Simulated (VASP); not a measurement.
# Zr (P6_3/mmc) in VASP: notebook, part 2 of 2

VASP 6.6.1. The steps go on from the part before.

## (3) Single point, r2SCAN

File POSCAR:

```
Zr
1.0
    3.2445832200      0.0000000000      0.0000000000
   -1.6222916100      2.8098914932      0.0000000000
    0.0000000000      0.0000000000      5.1573641137
Zr
2
Direct
    0.3333333333      0.6666666667      0.2500000000
    0.6666666667      0.3333333333      0.7500000000
```

File INCAR.step1:

```
ALGO     = Normal         # electronic algorithm
EDIFF    = 1E-4           # SCF threshold, eV
ENCUT    = 520            # plane-wave cutoff, eV
GGA      = PE             # functional
ISMEAR   = -1             # smearing method
LASPH    = True           # aspherical terms in the spheres
LCHARG   = False          # write CHGCAR
LREAL    = False          # projectors in reciprocal space
LWAVE    = True           # write WAVECAR
NBANDS   = 19             # bands
NELM     = 80             # most SCF steps
PREC     = Accurate       # precision mode
SIGMA    = 0.1            # smearing width, eV
```

File INCAR.step2:

```
ALGO     = Normal         # electronic algorithm
EDIFF    = 1E-6           # SCF threshold, eV
ENCUT    = 520            # plane-wave cutoff, eV
ISIF     = 2              # what is computed and relaxed
ISMEAR   = -1             # smearing method
ISTART   = 1            
LASPH    = True           # aspherical terms in the spheres
LCHARG   = True           # write CHGCAR
LELF     = True           # ELF
LMIXTAU  = True         
LREAL    = False          # projectors in reciprocal space
LVHAR    = True         
LWAVE    = False          # write WAVECAR
METAGGA  = R2SCAN         # meta-GGA
NBANDS   = 19             # bands
NELM     = 80             # most SCF steps
PREC     = Accurate       # precision mode
SIGMA    = 0.1            # smearing width, eV
```

File KPOINTS:

```
k-points
0
Gamma
  12 12 7
```

Potentials or basis: VASP PAW PBE potentials, release 64 (Zr_sv).

On the command line:

```console
cat potpaw_PBE.64/Zr_sv/POTCAR > POTCAR
cp INCAR.step1 INCAR
mpirun -np 1 vasp_std > vasp.out
cp INCAR.step2 INCAR
mpirun -np 1 vasp_std > vasp.out
```

OUTCAR:

```text
EDIFF = 1E-6
   ENCUT = 520
   ISIF = 2
   ISMEAR = -1
   ISTART = 1
   LASPH = True
   LREAL = False
   METAGGA = R2SCAN
   NELM = 80
   PREC = Accurate

 ion  position               nearest neighbor table
   1  0.333  0.667  0.250-   2 3.19   2 3.19   2 3.19   2 3.19   2 3.19   2 3.19
   2  0.667  0.333  0.750-   1 3.19   1 3.19   1 3.19   1 3.19   1 3.19   1 3.19

  LATTYP: Found a hexagonal cell.
 ALAT       =     3.2445832200
 C/A-ratio  =     1.5895305387

  Lattice vectors:

 A1 = (   3.2445832200,   0.0000000000,   0.0000000000)
 A2 = (  -1.6222916100,   2.8098914932,   0.0000000000)
[... 190 lines left out ...]
      5     -18.5937      2.00000
      6     -18.4517      2.00000
[... 505 lines left out ...]
      6     -18.7446      2.00000
[... 11 lines left out ...]
     18      12.8907      0.00000
     19      14.2759      0.00000

 [... further k-points ...]
[... 5 lines left out ...]
  --------------------------------------------------------------------------------------
  -------------------------------------------------------------------------------------
  Total        0.0068889      0.0068889      0.0217311      0.0000000      0.0000000      0.0000000
  in kB        0.2347396      0.2347396      0.7404860      0.0000000      0.0000000      0.0000000
  external PRESSURE =       0.4033217 kB  Pullay stress =       0.0000000 kB

 VOLUME and BASIS-vectors are now :
 -----------------------------------------------------------------------------
  energy-cutoff  :      520.00
  volume of cell :       47.02
      direct lattice vectors                 reciprocal lattice vectors
     3.244583220  0.000000000  0.000000000     0.308205995  0.177942814  0.000000000
    -1.622291610  2.809891493  0.000000000     0.000000000  0.355885628  0.000000000
     0.000000000  0.000000000  5.157364114     0.000000000  0.000000000  0.193897498

 POSITION                                       TOTAL-FORCE (eV/Angst)
 -----------------------------------------------------------------------------------
     -0.00000      1.87326      1.28934         0.000000     -0.000000      0.000000
      1.62229      0.93663      3.86802        -0.000000      0.000000      0.000000
 -----------------------------------------------------------------------------------
    total drift:                               -0.000000      0.000000     -0.000000

  FREE ENERGIE OF THE ION-ELECTRON SYSTEM (eV)
  ---------------------------------------------------
  free  energy   TOTEN  =       -45.5290390856 eV

  energy  without entropy=      -45.4682661140  energy(sigma->0) =      -45.49865260
```

OSZICAR.step1:

```text
N       E                     dE             d eps       ncg     rms          rms(c)
DAV:   1     0.215187376367E+03    0.21519E+03   -0.13220E+04  2888   0.125E+03
DAV:   2    -0.213721368827E+01   -0.21732E+03   -0.21337E+03  3421   0.365E+02
DAV:   3    -0.172913192829E+02   -0.15154E+02   -0.15000E+02  5038   0.707E+01
DAV:   4    -0.177815111103E+02   -0.49019E+00   -0.48965E+00  3497   0.121E+01
DAV:   5    -0.177943231747E+02   -0.12812E-01   -0.12810E-01  4320   0.147E+00    0.140E+01
DAV:   6    -0.171861902767E+02    0.60813E+00   -0.94932E-01  3140   0.733E+00    0.549E+00
DAV:   7    -0.170672745960E+02    0.11892E+00   -0.59941E-01  4062   0.510E+00    0.112E+00
DAV:   8    -0.170732547338E+02   -0.59801E-02   -0.39716E-02  3766   0.147E+00    0.247E-01
DAV:   9    -0.170733926377E+02   -0.13790E-03   -0.15525E-03  3750   0.345E-01    0.311E-02
DAV:  10    -0.170733500317E+02    0.42606E-04   -0.31524E-05  1902   0.368E-02
   1 F= -.17073350E+02 E0= -.17037373E+02  d E =-.719550E-01
```

It took 6.4 min on 1 thread of AMD EPYC 7R43 (Zen 3), shared host; peak memory 0.16 GiB.

What came out:

```
Free energy            : -45.5290 eV
Pressure               : 0.0 GPa
Band gap on the k mesh : zero (band 12 reaches 9.90 eV, above the bottom of band 13 at 8.68 eV)
```

Caveat: the PAW data sets were made with another functional, which shifts forces and pressure a little.

## (4) Single point, r2SCAN

POSCAR is that of step 3.

File INCAR.step1:

```
SYSTEM = Zr
ALGO     = Normal         ! electronic algorithm
EDIFF    = 1E-4           ! SCF threshold, eV
ENCUT    = 520            ! plane-wave cutoff, eV
GGA      = PE             ! functional
ISMEAR   = -1             ! smearing method
LASPH    = .True.         ! aspherical terms in the spheres
LCHARG   = .False.        ! write CHGCAR
LREAL    = .False.        ! projectors in reciprocal space
LWAVE    = .True.         ! write WAVECAR
NBANDS   = 19             ! bands
NELM     = 80             ! most SCF steps
PREC     = Accurate       ! precision mode
SIGMA    = 0.1            ! smearing width, eV
```

File INCAR.step2:

```
SYSTEM = Zr
ALGO     = Normal         ! electronic algorithm
EDIFF    = 1E-6           ! SCF threshold, eV
ENCUT    = 520            ! plane-wave cutoff, eV
ISIF     = 2              ! what is computed and relaxed
ISMEAR   = -1             ! smearing method
ISTART   = 1            
LASPH    = .True.         ! aspherical terms in the spheres
LCHARG   = .True.         ! write CHGCAR
LELF     = .True.         ! ELF
LMIXTAU  = .True.       
LREAL    = .False.        ! projectors in reciprocal space
LVHAR    = .True.       
LWAVE    = .False.        ! write WAVECAR
METAGGA  = R2SCAN         ! meta-GGA
NBANDS   = 19             ! bands
NELM     = 80             ! most SCF steps
PREC     = Accurate       ! precision mode
SIGMA    = 0.1            ! smearing width, eV
```

File KPOINTS:

```
k-points
0
Gamma
  16 16 9
  0 0 0
```

On the command line:

```console
cat potpaw_PBE.64/Zr_sv/POTCAR > POTCAR
cp INCAR.step1 INCAR
mpirun -np 1 vasp_std > vasp.out
cp INCAR.step2 INCAR
mpirun -np 1 vasp_std > vasp.out
```

Run time: 12 min. Hardware: 1 thread of AMD EPYC 7R43 (Zen 3), shared host; peak memory 0.2 GiB.

Results (log left out):

| Property | Result |
| --- | --- |
| Free energy | -45.5299 eV |
| Pressure | 0.0 GPa |
| Band gap on the k mesh | zero (band 12 reaches 9.91 eV, above the bottom of band 13 at 8.65 eV) |

Levels at points of the mesh, in eV from the Fermi level:
```tsv
k point	band 8	band 9	band 10	band 11	band 12	band 13	band 14	band 15	band 16	band 17
(0.00, 0.00, 0.00)	-27.36	-5.98	-3.15	0.99	0.99	1.03	1.17	1.73	1.73	2.38
(0.50, 0.00, 0.00)	-27.47	-2.64	-2.62	-2.20	-0.38	0.70	0.87	1.60	5.13	5.54
```

Caveat: the PAW data sets were made with another functional, which shifts forces and pressure a little.

## (5) Single point, r2SCAN

POSCAR is that of step 4.

File INCAR.step1:

```
SYSTEM = Zr
  PREC = Accurate
  ENCUT = 520
  ISMEAR = -1
  SIGMA = 0.1
  LREAL = .False.
  LASPH = .True.
  NELM = 60
  NBANDS = 19
  GGA = PE
  ALGO = Normal
  EDIFF = 1E-4
  LWAVE = .True.
  LCHARG = .False.
```

File INCAR.step2:

```
SYSTEM = Zr
  PREC = Accurate
  ENCUT = 520
  EDIFF = 1E-6
  ISMEAR = -1
  SIGMA = 0.1
  LREAL = .False.
  LASPH = .True.
  NELM = 60
  ALGO = Normal
  ISIF = 2
  LWAVE = .False.
  LCHARG = .True.
  METAGGA = R2SCAN
  LMIXTAU = .True.
  LELF = .True.
  LVHAR = .True.
  NBANDS = 19
  ISTART = 1
```

File KPOINTS:

```
regular mesh
0
Gamma
  18 18 10
  0 0 0
```

On the command line:

```console
cat potpaw_PBE.64/Zr_sv/POTCAR > POTCAR
cp INCAR.step1 INCAR
mpirun -np 1 vasp_std > vasp.out
cp INCAR.step2 INCAR
mpirun -np 1 vasp_std > vasp.out
```

Wall time 15 min (1 thread of AMD EPYC 7R43 (Zen 3), shared host); peak memory 0.24 GiB.

The run converged. Its results:

```
Free energy            : -45.5298 eV
Pressure               : 0.0 GPa
Band gap on the k mesh : zero (band 12 reaches 9.91 eV, above the bottom of band 13 at 8.60 eV)
```

Levels at points of the mesh, in eV from the Fermi level:
```csv
k point,band 10,band 11,band 12,band 13,band 14,band 15
"(0.00, 0.00, 0.00)",-3.15,0.99,0.99,1.03,1.17,1.73
"(0.50, 0.00, 0.00)",-2.62,-2.20,-0.38,0.70,0.87,1.60
"(0.00, 0.00, 0.50)",-4.18,0.05,0.05,0.91,0.91,0.91
"(0.50, 0.00, 0.50)",-2.96,-1.05,-1.05,1.57,1.57,2.41
```

Caveat: the PAW data sets were made with another functional, which shifts forces and pressure a little.

## (6) Single point, r2SCAN, collinear spin, ferromagnetic start (volume scaled by 1.12)

File POSCAR:

```
Zr
1.0
    3.3703859236      0.0000000000      0.0000000000
   -1.6851929618      2.9188398304      0.0000000000
    0.0000000000      0.0000000000      5.3476701228
Zr
2
Direct
    0.3333333333      0.6666666667      0.2500000000
    0.6666666667      0.3333333333      0.7500000000
```

File INCAR.step1:

```
SYSTEM = Zr
ALGO = Normal
EDIFF = 1E-4
ENCUT = 520
GGA = PE
ISMEAR = -1
ISPIN = 2
LASPH = .True.
LCHARG = .False.
LMAXMIX = 4
LREAL = .False.
LWAVE = .True.
MAGMOM = 1 1
NBANDS = 23
NELM = 150
PREC = Accurate
SIGMA = 0.05
```

File INCAR.step2:

```
SYSTEM = Zr
ALGO = Normal
EDIFF = 1E-6
ENCUT = 520
ISIF = 2
ISMEAR = -1
ISPIN = 2
ISTART = 1
LASPH = .True.
LCHARG = .False.
LMAXMIX = 4
LMIXTAU = .True.
LORBIT = 11
LREAL = .False.
LWAVE = .False.
MAGMOM = 1 1
METAGGA = R2SCAN
NBANDS = 23
NELM = 150
PREC = Accurate
SIGMA = 0.05
```

File KPOINTS:

```
k-points
0
Gamma
  18 18 10
  0 0 0
```

Potentials or basis: VASP PAW PBE potentials, release 64 (Zr_sv).

On the command line:

```console
cat potpaw_PBE.64/Zr_sv/POTCAR > POTCAR
cp INCAR.step1 INCAR
mpirun -np 1 vasp_std > vasp.out
cp INCAR.step2 INCAR
mpirun -np 1 vasp_std > vasp.out
```

Wall time 26 min (1 thread of Intel Xeon 6975P-C, shared host); peak memory 0.48 GiB.

It converged, with:

| Item | Value |
| --- | --- |
| Free energy | -45.3399 eV |
| Pressure | -8.9 GPa |
| Band gap on the k mesh | zero (filled and empty bands overlap) |
| Net moment | 0.00 μB per cell |
| Valence electrons inside the program's atomic spheres | Zr 9.63 |

Stress tensor (GPa, compression positive):
```
-8.85  0.00  0.00
 0.00 -8.85  0.00
 0.00  0.00 -9.10
```

Levels at points of the mesh, in eV from the Fermi level:
Spin up:
```csv
k point,band 9,band 10,band 11,band 12,band 13,band 14,band 15,band 16
"(0.00, 0.00, 0.00)",-5.79,-2.88,0.63,0.93,0.93,1.09,1.56,1.56
"(0.50, 0.00, 0.00)",-2.51,-2.29,-1.91,-0.61,0.66,0.73,1.39,4.46
"(0.00, 0.00, 0.50)",-4.13,-4.13,0.05,0.05,0.84,0.84,0.84,0.84
"(0.50, 0.00, 0.50)",-2.67,-2.67,-0.89,-0.89,1.17,1.17,2.15,2.15
```
Spin down:
| k point | band 8 | band 9 | band 10 | band 11 | band 12 | band 13 | band 14 | band 15 | band 16 | band 17 |
| --- | --- | --- | --- | --- | --- | --- | --- | --- | --- | --- |
| (0.00, 0.00, 0.00) | -27.78 | -5.79 | -2.88 | 0.63 | 0.93 | 0.93 | 1.09 | 1.56 | 1.56 | 2.11 |
| (0.50, 0.00, 0.00) | -27.86 | -2.51 | -2.29 | -1.91 | -0.61 | 0.66 | 0.73 | 1.39 | 4.46 | 4.81 |
| (0.00, 0.00, 0.50) | -27.83 | -4.13 | -4.13 | 0.05 | 0.05 | 0.84 | 0.84 | 0.84 | 0.84 | 3.70 |
| (0.50, 0.00, 0.50) | -27.94 | -2.67 | -2.67 | -0.89 | -0.89 | 1.17 | 1.17 | 2.15 | 2.15 | 4.66 |

Caveat: the PAW data sets were made with another functional, which shifts forces and pressure a little.

## (7) Single point, r2SCAN, collinear spin, ferromagnetic start

File POSCAR:

```
Zr
1.0
    3.2454403005      0.0000000000      0.0000000000
   -1.6227201502      2.8106337467      0.0000000000
    0.0000000000      0.0000000000      5.1494233959
Zr
2
Direct
    0.3333333333      0.6666666667      0.2500000000
    0.6666666667      0.3333333333      0.7500000000
```

File INCAR.step1:

```
ALGO = Normal ; EDIFF = 1E-4
ENCUT = 520 ; GGA = PE
ISMEAR = -1 ; ISPIN = 2
LASPH = T ; LCHARG = F
LMAXMIX = 4 ; LREAL = F
LWAVE = T ; MAGMOM = 1 1
NBANDS = 23 ; NELM = 150
PREC = Accurate ; SIGMA = 0.1
```

File INCAR.step2:

```
ALGO = Normal ; EDIFF = 1E-6
ENCUT = 520 ; ISIF = 2
ISMEAR = -1 ; ISPIN = 2
ISTART = 1 ; LASPH = T
LCHARG = F ; LMAXMIX = 4
LMIXTAU = T ; LORBIT = 11
LREAL = F ; LWAVE = F
MAGMOM = 1 1 ; METAGGA = R2SCAN
NBANDS = 23 ; NELM = 150
PREC = Accurate ; SIGMA = 0.1
```

File KPOINTS:

```
k-points
0
Gamma
  6 6 3
```

Potentials or basis: VASP PAW PBE potentials, release 64 (Zr_sv).

On the command line:

```console
cat potpaw_PBE.64/Zr_sv/POTCAR > POTCAR
cp INCAR.step1 INCAR
mpirun -np 1 vasp_std > vasp.out
cp INCAR.step2 INCAR
mpirun -np 1 vasp_std > vasp.out
```

OUTCAR:

```text
EDIFF = 1E-6
   ENCUT = 520
   ISIF = 2
   ISMEAR = -1
   ISPIN = 2
   ISTART = 1
   LASPH = T
   LORBIT = 11
   LREAL = F
   METAGGA = R2SCAN
   NELM = 150
   PREC = Accurate

 ion  position               nearest neighbor table
   1  0.333  0.667  0.250-   2 3.18   2 3.18   2 3.18   2 3.18   2 3.18   2 3.18
   2  0.667  0.333  0.750-   1 3.18   1 3.18   1 3.18   1 3.18   1 3.18   1 3.18

  LATTYP: Found a hexagonal cell.
 ALAT       =     3.2454403005
 C/A-ratio  =     1.5866640330

  Lattice vectors:

 A1 = (   3.2454403005,   0.0000000000,   0.0000000000)
 A2 = (  -1.6227201502,   2.8106337467,   0.0000000000)
 A3 = (   0.0000000000,   0.0000000000,   5.1494233959)

Analysis of symmetry for initial positions (statically):
=====================================================================
 Subroutine PRICEL returns:
 Original cell was already a primitive cell.

 Routine SETGRP: Setting up the symmetry group for a
 hexagonal supercell.

 Subroutine GETGRP returns: Found 24 space group operations
 (whereof 12 operations were pure point group operations)
 out of a pool of 24 trial point group operations.

The static configuration has the point symmetry D_3d.
 The point group associated with its full space group is D_6h.

Analysis of symmetry for dynamics (positions and initial velocities):
=====================================================================
 Subroutine PRICEL returns:
 Original cell was already a primitive cell.

 Routine SETGRP: Setting up the symmetry group for a
 hexagonal supercell.

 Subroutine GETGRP returns: Found 24 space group operations
 (whereof 12 operations were pure point group operations)
 out of a pool of 24 trial point group operations.

The dynamic configuration has the point symmetry D_3d.
 The point group associated with its full space group is D_6h.

Analysis of structural, dynamic, and magnetic symmetry:
[... 142 lines left out ...]
 Free energy of the ion-electron system (eV)
  ---------------------------------------------------
  ext. energy  EPLUGINS =         0.00000000
  ---------------------------------------------------
  free energy    TOTEN  =       -45.48618369 eV

  energy without entropy =      -45.39944393  energy(sigma->0) =      -45.44281381

 E-fermi :   8.9375     XC(G=0): -11.9072

 val. band max:        8.9049373155   @ k =   0.3333   0.3333   0.3333
 cond. band min:       8.9787185618   @ k =   0.1667   0.0000   0.3333
 fundamental gap:      0.0737812463
 Fermi energy:         8.9374539483

 spin component 1

 k-point     1 :       0.0000    0.0000    0.0000
  band No.  band energies     occupation
      1     -41.6310      1.00000
      2     -41.4678      1.00000
      3     -19.4805      1.00000
      4     -18.5828      1.00000
      5     -18.5828      1.00000
      6     -18.4426      1.00000
[... 353 lines left out ...]
     22      19.7402      0.00000
     23      19.7402      0.00000
 Fermi energy:         8.9374539483

 spin component 2

 k-point     1 :       0.0000    0.0000    0.0000
  band No.  band energies     occupation
      1     -41.6310      1.00000
      2     -41.4678      1.00000
      3     -19.4805      1.00000
      4     -18.5828      1.00000
      5     -18.5828      1.00000
      6     -18.4426      1.00000
[... 353 lines left out ...]
     22      19.7402      0.00000
     23      19.7402      0.00000

------------------------ aborting loop because EDIFF is reached ----------------------------------------

  FORCE on cell =-STRESS in cart. coord.  units (eV):
  Direction    XX          YY          ZZ          XY          YZ          ZX
  --------------------------------------------------------------------------------------
  -------------------------------------------------------------------------------------
  Total        0.2096978      0.2096978      0.1619161      0.0000000     -0.0000000      0.0000000
  in kB        7.1526674      7.1526674      5.5228614      0.0000000     -0.0000000      0.0000000
  external PRESSURE =       6.6093987 kB  Pullay stress =       0.0000000 kB

 VOLUME and BASIS-vectors are now :
 -----------------------------------------------------------------------------
  energy-cutoff  :      520.00
  volume of cell :       46.97
      direct lattice vectors                 reciprocal lattice vectors
     3.245440300  0.000000000  0.000000000     0.308124602  0.177895822  0.000000000
    -1.622720150  2.810633747  0.000000000     0.000000000  0.355791643  0.000000000
     0.000000000  0.000000000  5.149423396     0.000000000  0.000000000  0.194196500

 POSITION                                       TOTAL-FORCE (eV/Angst)
 -----------------------------------------------------------------------------------
     -0.00000      1.87376      1.28736         0.000000     -0.000000      0.000000
      1.62272      0.93688      3.86207        -0.000000      0.000000      0.000000
 -----------------------------------------------------------------------------------
    total drift:                               -0.000000      0.000000     -0.000000

  FREE ENERGIE OF THE ION-ELECTRON SYSTEM (eV)
  ---------------------------------------------------
  free  energy   TOTEN  =       -45.4861836931 eV

  energy  without entropy=      -45.3994439331  energy(sigma->0) =      -45.44281381

 total charge

# of ion       s       p       d       tot
------------------------------------------
    1        2.225   5.970   1.569   9.763
    2        2.225   5.970   1.569   9.763
--------------------------------------------------
tot          4.450  11.939   3.138  19.527

 magnetization (x)

# of ion       s       p       d       tot
------------------------------------------
    1       -0.000   0.000   0.000   0.000
    2       -0.000   0.000   0.000   0.000
--------------------------------------------------
tot         -0.000   0.000   0.000   0.000
```

Run time: 2.6 min. Hardware: 1 thread of Intel Xeon 8259CL, shared host; peak memory 0.19 GiB.

What came out:

| Quantity | Value |
| --- | --- |
| Free energy | -45.4862 eV |
| Pressure | 0.7 GPa |
| Band gap on the k mesh | zero (filled and empty bands overlap) |
| Net moment | 0.00 μB per cell |
| Valence electrons inside the program's atomic spheres | Zr 9.76 |

Caveat: the k points lie up to 0.41 Å⁻¹ apart; the PAW data sets were made with another functional, which shifts forces and pressure a little.

## (8) Overview

| spin | cell | k mesh | smearing | gap on the mesh (eV) | pressure (GPa) | moment (μB) |
| --- | --- | --- | --- | --- | --- | --- |
| off | a = 3.245, b = 3.245, c = 5.157 Å, angles 90.0, 90.0, 120.0°, 2 atoms | 11 × 11 × 6 | methfessel-paxton 0.03 eV | none | -0.2 | - |
| off | a = 3.245, b = 3.245, c = 5.157 Å, angles 90.0, 90.0, 120.0°, 2 atoms | 12 × 12 × 7 | fermi-dirac 0.1 eV | none | 0.0 | - |
| off | a = 3.245, b = 3.245, c = 5.157 Å, angles 90.0, 90.0, 120.0°, 2 atoms | 16 × 16 × 9 | fermi-dirac 0.1 eV | none | 0.0 | - |
| off | a = 3.245, b = 3.245, c = 5.157 Å, angles 90.0, 90.0, 120.0°, 2 atoms | 18 × 18 × 10 | fermi-dirac 0.1 eV | none | 0.0 | - |
| collinear, ferromagnetic start | a = 3.370, b = 3.370, c = 5.348 Å, angles 90.0, 90.0, 120.0°, 2 atoms | 18 × 18 × 10 | fermi-dirac 0.05 eV | none | -8.9 | 0.00 |
| collinear, ferromagnetic start | a = 3.245, b = 3.245, c = 5.149 Å, angles 90.0, 90.0, 120.0°, 2 atoms | 6 × 6 × 3 | fermi-dirac 0.1 eV | none | 0.7 | 0.00 |

Alike in all rows: task single point; level r2SCAN; potentials or basis VASP PAW PBE potentials, release 64 (Zr_sv); cutoff (eV) 520.

Caveats: some runs use coarse meshes; the PAW data sets were made with another functional, which shifts forces and pressure a little.

Total energies depend on the potentials used, so only differences within one code and one set of settings carry meaning.
